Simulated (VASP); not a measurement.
# Mo (R-3m) in VASP: a series of runs

Runs on Mo. Level: PBE. Tasks: single point.

Program: VASP 6.6.1. These are calculated values, not measurements. Logs are shortened: lines on timing, memory, paths and dates and some standing lists are left out, and cuts for length are marked.

### 1 The cell of the first run

The structure is trigonal, space group R-3m (No. 166). Conventional cell: a = 3.369 Å, b = 3.369 Å, c = 4.561 Å, α = 90.00°, β = 90.00°, γ = 120.00°. Mo (site symmetry -3m) has 6 Mo at 2.47 Å within 3.3 Å.

### 2 Single point, PBE

Contents of INCAR:

```
ALGO = Fast
EDIFF = 1E-6
ENCUT = 520
GGA = PE
ISIF = 2
ISMEAR = 0
LASPH = True
LCHARG = False
LREAL = False
LWAVE = False
NBANDS = 13
NELM = 100
PREC = Accurate
SIGMA = 0.15
```

Contents of KPOINTS:

```
k-points
0
Gamma
  22 22 22
```

Contents of POSCAR:

```
Mo
1.0
   -0.7101960646      1.6718132078      1.6718132078
    1.6718132078     -0.7101960646      1.6718132078
    1.6718132078      1.6718132078     -0.7101960646
Mo
1
Direct
    0.0000000000      0.0000000000      0.0000000000
```

Potentials or basis: VASP PAW PBE potentials, release 64 (Mo_sv).

On the command line:

```console
$ cat potpaw_PBE.64/Mo_sv/POTCAR > POTCAR
$ mpirun -np 1 vasp_std > vasp.out
```

OUTCAR:

```text
EDIFF = 1E-6
   ENCUT = 520
   GGA = PE
   ISIF = 2
   ISMEAR = 0
   LASPH = True
   LREAL = False
   NELM = 100
   PREC = Accurate

 ion  position               nearest neighbor table
   1  0.000  0.000  0.000-

  LATTYP: Found a trigonal (rhomboedric) cell.
 ALAT       =     2.4686630499
 COS(alpha) =     0.0689708858

  Lattice vectors:

 A1 = (  -0.7101960646,   1.6718132078,   1.6718132078)
 A2 = (   1.6718132078,  -0.7101960646,   1.6718132078)
 A3 = (   1.6718132078,   1.6718132078,  -0.7101960646)

Analysis of symmetry for initial positions (statically):
=====================================================================
 Subroutine PRICEL returns:
 Original cell was already a primitive cell.

 Routine SETGRP: Setting up the symmetry group for a
 trigonal (rhombohedral) supercell.

 Subroutine GETGRP returns: Found 12 space group operations
 (whereof 12 operations were pure point group operations)
 out of a pool of 12 trial point group operations.

The static configuration has the point symmetry D_3d.

Analysis of symmetry for dynamics (positions and initial velocities):
=====================================================================
 Subroutine PRICEL returns:
 Original cell was already a primitive cell.

 Routine SETGRP: Setting up the symmetry group for a
 trigonal (rhombohedral) supercell.

 Subroutine GETGRP returns: Found 12 space group operations
 (whereof 12 operations were pure point group operations)
 out of a pool of 12 trial point group operations.

The dynamic configuration has the point symmetry D_3d.

 Subroutine INISYM returns: Found 12 space group operations
 (whereof 12 operations are pure point group operations),
 and found     1 'primitive' translations

----------------------------------------------------------------------------------------

                                     Primitive cell

  volume of cell :      14.9420

  direct lattice vectors                    reciprocal lattice vectors
    -0.710196065  1.671813208  1.671813208    -0.153298150  0.266515497  0.266515497
     1.671813208 -0.710196065  1.671813208     0.266515497 -0.153298150  0.266515497
     1.671813208  1.671813208 -0.710196065     0.266515497  0.266515497 -0.153298150

  length of vectors
     2.468663050  2.468663050  2.468663050     0.406892300  0.406892300  0.406892300

  position of ions in fractional coordinates (direct lattice)
     0.000000000  0.000000000  0.000000000

  ion indices of the primitive-cell ions
   primitive index   ion index
                 1           1

----------------------------------------------------------------------------------------

 KPOINTS: k-points

Automatic generation of k-mesh.
 Grid dimensions read from file:
 generate k-points for:   22   22   22

 Generating k-lattice:

  Cartesian coordinates                     Fractional coordinates (reciprocal lattice)
    -0.006968098  0.012114341  0.012114341     0.045454545  0.000000000  0.000000000
     0.012114341 -0.006968098  0.012114341     0.000000000  0.045454545  0.000000000
     0.012114341  0.012114341 -0.006968098     0.000000000  0.000000000  0.045454545

  Length of vectors
     0.018495105  0.018495105  0.018495105

  Shift w.r.t. Gamma in fractional coordinates (k-lattice)
     0.000000000  0.000000000  0.000000000

 Subroutine IBZKPT returns following result:
 ===========================================

 Found   1024 irreducible k-points:

 Following reciprocal coordinates:
            Coordinates               Weight
  0.000000  0.000000  0.000000      1.000000
  0.045455  0.000000  0.000000      6.000000
  0.090909  0.000000  0.000000      6.000000
  0.136364 -0.000000 -0.000000      6.000000
  0.181818  0.000000  0.000000      6.000000
  0.227273  0.000000  0.000000      6.000000
[... 16 lines left out ...]
  0.500000  0.045455  0.000000     12.000000
 -0.454545  0.045455 -0.000000     12.000000
 [... further k-points ...]
   k-points           NKPTS =   1024   k-points in BZ     NKDIM =   1024   number of bands    NBANDS=     13
   number of dos      NEDOS =    301   number of ions     NIONS =      1
   total plane-waves  NPLWV =   5832
   dimension x,y,z NGX =    18 NGY =   18 NGZ =   18
   dimension x,y,z NGXF=    36 NGYF=   36 NGZF=   36
   ions per type =               1
   NGX,Y,Z   is equivalent  to a cutoff of  12.12, 12.12, 12.12 a.u.
   NGXF,Y,Z  is equivalent  to a cutoff of  24.24, 24.24, 24.24 a.u.
 SYSTEM =  unknown system
   PREC   = accura    normal or accurate (medium, high low for compatibility)
   ISTART =      0    job   : 0-new  1-cont  2-samecut
   ICHARG =      2    charge: 1-file 2-atom 10-const
   ISPIN  =      1    spin polarized calculation?
   LNONCOLLINEAR =      F non collinear calculations
   LSORBIT =      F    spin-orbit coupling
   LASPH  =      T    aspherical Exc in radial PAW
   ENCUT  =  520.0 eV  38.22 Ry    6.18 a.u.   4.59  4.59  4.59*2*pi/ulx,y,z
   NELM   =    100;   NELMIN=  2; NELMDL= -5     # of ELM steps
   EDIFF  = 0.1E-05   stopping-criterion for ELM
   LREAL  =      F    real-space projection
   EDIFFG = 0.1E-04   stopping-criterion for IOM
   NSW    =      0    number of steps for IOM
   IBRION =     -1    ionic relax: 0-MD 1-quasi-New 2-CG
   NFREE  =      0    steps in history (QN), initial steepest desc. (CG)
   ISIF   =      2    stress and relaxation
   ISYM   =      2    0-nonsym 1-usesym 2-fastsym
   POTIM  = 0.5000    time-step for ionic-motion
   TEBEG  =    0.0;   TEEND  =   0.0 temperature during run
   PSTRESS=    0.0 pullay stress
   NELECT =      14.0000    total number of electrons
   NUPDOWN=      -1.0000    fix difference up-down
   EMIN   =  10.00;   EMAX   =-10.00  energy-range for DOS
   EFERMI =   0.00;   METHOD = LEGACY
   ISMEAR =     0;   SIGMA  =   0.15  broadening in eV -4-tet -1-fermi 0-gaus
   EFERMI_NEDOS =   21; number of points for ismear=-14 and -15
   IALGO  =     68    algorithm
   IMIX   =      4    mixing-type and parameters
     AMIX     =   0.40;   BMIX     =  1.00
     AMIX_MAG =   1.60;   BMIX_MAG =  1.00
  volume/ion in A,a.u.               =      14.94       100.83
  Fermi-wavevector in a.u.,A,eV,Ry     =   1.601946  3.027239 34.915702  2.566232
  Thomas-Fermi vector in A             =   2.698844
   LORBIT       =      0    0 simple, 1 ext, 2 COOP (PROOUT), +10 PAW based schemes
   GGA     = PE    functional components
   LHFCALC =     F    Hartree Fock is set to
   AEXX    =    0.0000 exact exchange contribution
   IVDW    =     0    specifies the selected vdW correction
   LEPSILON=     F    determine dielectric tensor
   LRPA    =     F    only Hartree local field effects (RPA)
 non-spin polarized calculation
 RMM-DIIS sequential band-by-band and
 Gauss-broadening in eV      SIGMA  =   0.15
  energy-cutoff  :      520.00
  volume of cell :       14.94
 maximum number of plane-waves:       415
   NGX =  9   NGY =  9   NGZ =  9

 number of electron      13.9999993 magnetization

 Free energy of the ion-electron system (eV)
  ---------------------------------------------------
  ext. energy  EPLUGINS =         0.00000000
  ---------------------------------------------------
  free energy    TOTEN  =        -9.56192642 eV

  energy without entropy =       -9.55121819  energy(sigma->0) =       -9.55657231

 E-fermi :  13.2728     XC(G=0): -13.5032

 val. band max:       13.2715918712   @ k =  -0.4091  -0.4091   0.1818
 cond. band min:      13.2817452619   @ k =   0.5000   0.0909   0.0909
 fundamental gap:      0.0101533907
 Fermi energy:        13.2727795513

 k-point     1 :       0.0000    0.0000    0.0000
  band No.  band energies     occupation
      1     -48.0550      2.00000
      2     -20.9291      2.00000
      3     -20.9291      2.00000
      4     -20.7791      2.00000
      5       6.2183      2.00000
      6       8.1968      2.00000
      7       8.1968      2.00000
      8      17.7417      0.00000
      9      17.7417      0.00000
     10      17.9375      0.00000
     11      28.8182      0.00000
     12      30.6369      0.00000
     13      30.6369      0.00000

 k-point     2 :       0.0455    0.0000    0.0000
  band No.  band energies     occupation
      1     -48.0481      2.00000
      2     -20.9652      2.00000
      3     -20.9248      2.00000
      4     -20.7908      2.00000
      5       6.2947      2.00000
      6       8.2159      2.00000
      7       8.2883      2.00000
      8      17.6248      0.00000
      9      17.6903      0.00000
     10      17.8814      0.00000
     11      28.8508      0.00000
     12      30.4000      0.00000
     13      30.8201      0.00000

 k-point     3 :       0.0909    0.0000    0.0000
  band No.  band energies     occupation
      1     -48.0281      2.00000
      2     -21.0959      2.00000
      3     -20.9123      2.00000
      4     -20.7981      2.00000
      5       6.5071      2.00000
      6       8.2720      2.00000
      7       8.5688      2.00000
      8      17.2995      0.00000
      9      17.4202      0.00000
     10      17.8549      0.00000
     11      28.6254      0.00000
     12      30.1448      0.00000
     13      31.3397      0.00000

 k-point     4 :       0.1364   -0.0000   -0.0000
  band No.  band energies     occupation
      1     -47.9963      2.00000
      2     -21.3195      2.00000
      3     -20.8925      2.00000
      4     -20.7875      2.00000
      5       6.8144      2.00000
      6       8.3616      2.00000
      7       9.0473      2.00000
      8      16.8282      0.00000
      9      16.9731      0.00000
     10      17.8787      0.00000
     11      27.7592      0.00000
     12      30.4650      0.00000
     13      32.1188      0.00000

 k-point     5 :       0.1818    0.0000    0.0000
  band No.  band energies     occupation
      1     -47.9552      2.00000
      2     -21.6064      2.00000
      3     -20.8669      2.00000
      4     -20.7664      2.00000
      5       7.1745      2.00000
      6       8.4785      2.00000
      7       9.7123      2.00000
      8      16.2819      0.00000
      9      16.4523      0.00000
     10      17.9200      0.00000
     11      26.6677      0.00000
     12      31.0684      0.00000
     13      32.9519      0.00000

 k-point     6 :       0.2273    0.0000    0.0000
  band No.  band energies     occupation
      1     -47.9078      2.00000
      2     -21.9264      2.00000
      3     -20.8376      2.00000
      4     -20.7398      2.00000
      5       7.5613      2.00000
      6       8.6144      2.00000
      7      10.5128      2.00000
      8      15.7220      0.00000
      9      15.9273      0.00000
     10      17.9703      0.00000
     11      25.6202      0.00000
     12      31.7475      0.00000
     13      31.8381      0.00000

 k-point     7 :       0.2727    0.0000    0.0000
  band No.  band energies     occupation
      1     -47.8579      2.00000
      2     -22.2509      2.00000
      3     -20.8070      2.00000
      4     -20.7110      2.00000
      5       7.9607      2.00000
      6       8.7587      2.00000
      7      11.3589      2.00000
      8      15.1955      0.00000
      9      15.4495      0.00000
     10      18.0241      0.00000
     11      24.7499      0.00000
     12      30.6860      0.00000
     13      32.4181      0.00000
[... 193 lines left out ...]
 k-point    20 :       0.3636    0.0455   -0.0000
  band No.  band energies     occupation
      1     -47.7607      2.00000
      2     -22.8030      2.00000
      3     -20.7764      2.00000
      4     -20.6734      2.00000
      5       8.7945      2.00000
      6       9.1169      2.00000
      7      12.3511      2.00000
      8      14.3839      0.00000
      9      14.9442      0.00000
     10      18.0460      0.00000
     11      24.0332      0.00000
     12      29.1417      0.00000
     13      33.8392      0.00000

 k-point    21 :       0.4091    0.0455    0.0000
  band No.  band energies     occupation
      1     -47.7269      2.00000
      2     -23.0022      2.00000
      3     -20.7567      2.00000
      4     -20.6540      2.00000
      5       9.0853      2.00000
      6       9.2467      2.00000
      7      12.5343      2.00000
      8      14.1751      0.00000
      9      14.9207      0.00000
     10      18.0766      0.00000
     11      24.0643      0.00000
     12      28.5369      0.00000
     13      34.1275      0.00000

 k-point    22 :       0.4545    0.0455    0.0000
  band No.  band energies     occupation
      1     -47.7052      2.00000
      2     -23.1276      2.00000
      3     -20.7447      2.00000
      4     -20.6418      2.00000
      5       9.2203      2.00000
      6       9.3843      2.00000
      7      12.6464      2.00000
      8      14.0623      0.00000
      9      14.8632      0.00000
     10      18.0923      0.00000
     11      24.2870      0.00000
     12      28.1488      0.00000
     13      33.6861      0.00000

 k-point    23 :       0.5000    0.0455    0.0000
  band No.  band energies     occupation
      1     -47.6976      2.00000
      2     -23.1712      2.00000
      3     -20.7415      2.00000
      4     -20.6379      2.00000
      5       9.2552      2.00000
      6       9.4328      2.00000
      7      12.7752      2.00000
      8      14.0548      0.00000
      9      14.7419      0.00000
     10      18.0921      0.00000
     11      24.4214      0.00000
     12      27.9905      0.00000
     13      33.2296      0.00000

 k-point    24 :      -0.4545    0.0455   -0.0000
  band No.  band energies     occupation
      1     -47.7047      2.00000
      2     -23.1305      2.00000
      3     -20.7472      2.00000
      4     -20.6425      2.00000
      5       9.2306      2.00000
      6       9.3459      2.00000
      7      12.9068      1.99944
      8      14.1485      0.00000
      9      14.6059      0.00000
     10      18.0760      0.00000
     11      24.2942      0.00000
     12      28.0673      0.00000
     13      33.2124      0.00000

 [... further k-points ...]
[... 5 lines left out ...]
  --------------------------------------------------------------------------------------
  -------------------------------------------------------------------------------------
  Total        3.9580390      3.9580390      3.9580390      0.8800160      0.8800160      0.8800160
  in kB      424.4063923    424.4063923    424.4063923     94.3609792     94.3609792     94.3609792
  external PRESSURE =     424.4063923 kB  Pullay stress =       0.0000000 kB

 VOLUME and BASIS-vectors are now :
 -----------------------------------------------------------------------------
  energy-cutoff  :      520.00
  volume of cell :       14.94
      direct lattice vectors                 reciprocal lattice vectors
    -0.710196065  1.671813208  1.671813208    -0.153298150  0.266515497  0.266515497
     1.671813208 -0.710196065  1.671813208     0.266515497 -0.153298150  0.266515497
     1.671813208  1.671813208 -0.710196065     0.266515497  0.266515497 -0.153298150

 POSITION                                       TOTAL-FORCE (eV/Angst)
 -----------------------------------------------------------------------------------
      0.00000      0.00000      0.00000        -0.000000      0.000000     -0.000000
 -----------------------------------------------------------------------------------
    total drift:                                0.000000     -0.000000      0.000000

  FREE ENERGIE OF THE ION-ELECTRON SYSTEM (eV)
  ---------------------------------------------------
  free  energy   TOTEN  =        -9.5619264247 eV

  energy  without entropy=       -9.5512181937  energy(sigma->0) =       -9.55657231
```

It took 60 s on 1 thread of AMD EPYC 9R45 (Zen 5), shared host; peak memory 0.24 GiB.

What came out:

```yaml
Free_energy: -9.5619 eV
Pressure: 42.4 GPa
Band_gap_on_the_k_mesh: zero (band 7 reaches 14.98 eV, above the bottom of band 8 at 11.94 eV)
```

Levels at points of the mesh, in eV from the Fermi level:
```csv
k point,band 5,band 6,band 7,band 8,band 9,band 10
"(0.00, 0.00, 0.00)",-7.05,-5.08,-5.08,4.47,4.47,4.66
"(0.50, 0.00, 0.00)",-4.07,-3.95,0.23,0.60,0.94,4.91
"(0.50, 0.50, 0.00)",-6.68,-2.83,1.45,1.69,5.97,7.43
"(0.50, 0.50, 0.50)",-5.40,-4.40,-4.40,7.20,7.66,7.66
```

### 3 Single point, PBE

This run uses another cell than the first one, of the same volume but with other edges.

Contents of INCAR:

```
SYSTEM = Mo
ALGO = Fast ; EDIFF = 1E-6
ENCUT = 520 ; GGA = PE
ISIF = 2 ; ISMEAR = 0
LASPH = .TRUE. ; LCHARG = .FALSE.
LREAL = .FALSE. ; LWAVE = .FALSE.
NBANDS = 13 ; NELM = 100
PREC = Accurate ; SIGMA = 0.15
```

Contents of KPOINTS:

```
k-points
0
G
  22 22 22
  0 0 0
```

Contents of POSCAR:

```
Mo
1.0
   -1.7570583504      1.5582503393      1.5582503393
    1.5582503393     -1.7570583504      1.5582503393
    1.5582503393      1.5582503393     -1.7570583504
Mo
1
Direct
    0.0000000000      0.0000000000      0.0000000000
```

Potentials or basis: VASP PAW PBE potentials, release 64 (Mo_sv).

On the command line:

```console
$ cat potpaw_PBE.64/Mo_sv/POTCAR > POTCAR
$ mpirun -np 1 vasp_std > vasp.out
```

Run time: 2.1 min. Hardware: 1 thread of AMD EPYC 9R45 (Zen 5), shared host; peak memory 0.26 GiB.

Results (log left out):

* Free energy: -10.5018 eV
* Pressure: 26.3 GPa
* Band gap on the k mesh: zero (band 7 reaches 16.41 eV, above the bottom of band 8 at 12.10 eV)

Stress tensor (GPa, compression positive):
```
26.27 24.29 24.29
24.29 26.27 24.29
24.29 24.29 26.27
```

Levels at points of the mesh, in eV from the Fermi level:
```
           k point  band 3  band 4  band 5  band 6  band 7  band 8  band 9  band 10  band 11  band 12
(0.00, 0.00, 0.00)  -34.76  -33.74   -7.34   -3.73   -1.26   -1.26    2.90     2.90    12.67    16.23
(0.50, 0.00, 0.00)  -35.00  -34.54   -5.78   -3.48    1.21    1.32    3.04     5.23    11.29    14.78
(0.50, 0.50, 0.00)  -35.03  -33.81   -5.56   -4.47    0.76    3.20    3.26     4.58    10.44    12.22
(0.50, 0.50, 0.50)  -35.20  -35.20   -5.94   -5.94    3.05    3.05    6.32     8.77     8.77    11.82
```

### 4 Single point, PBE

This run uses another cell than the first one, of the same volume but with other edges.

Contents of INCAR:

```
ALGO = Fast
EDIFF = 1E-6
ENCUT = 520
GGA = PE
ISIF = 2
ISMEAR = 0
LASPH = T
LCHARG = F
LREAL = F
LWAVE = F
NBANDS = 13
NELM = 60
PREC = Accurate
SIGMA = 0.15
```

Contents of KPOINTS:

```
k-points
0
Gamma
  22 22 22
```

Contents of POSCAR:

```
Mo
1.0
   -1.3461231106      1.5585516587      1.5585516587
    1.5585516587     -1.3461231106      1.5585516587
    1.5585516587      1.5585516587     -1.3461231106
Mo
1
Direct
    0.0000000000      0.0000000000      0.0000000000
```

On the command line:

```console
$ cat potpaw_PBE.64/Mo_sv/POTCAR > POTCAR
$ mpirun -np 1 vasp_std > vasp.out
```

Run time: 75 s. Hardware: 1 thread of AMD EPYC 9R45 (Zen 5), shared host; peak memory 0.25 GiB.

The run converged. Its results:

```yaml
Free_energy: -10.6446 eV
Pressure: 22.6 GPa
Band_gap_on_the_k_mesh: zero (band 7 reaches 15.00 eV, above the bottom of band 8 at 12.26 eV)
```

Stress tensor (GPa, compression positive):
```
 22.61 -12.34 -12.34
-12.34  22.61 -12.34
-12.34 -12.34  22.61
```

Levels at points of the mesh, in eV from the Fermi level:
```
           k point  band 3  band 4  band 5  band 6  band 7  band 8  band 9  band 10  band 11  band 12
(0.00, 0.00, 0.00)  -34.39  -34.39   -7.44   -3.08   -3.08    0.60    2.34     2.34    14.02    14.02
(0.50, 0.00, 0.00)  -34.76  -34.38   -5.46   -4.08    0.77    2.48    2.67     3.65    11.33    13.20
(0.50, 0.50, 0.00)  -35.48  -34.47   -5.98   -3.68    1.55    1.62    2.92     5.77    10.54    13.72
(0.50, 0.50, 0.50)  -35.94  -35.37   -5.90   -5.90    1.23    5.42    5.42     7.89    10.56    10.56
```

(Continued in part 2 of 2.)
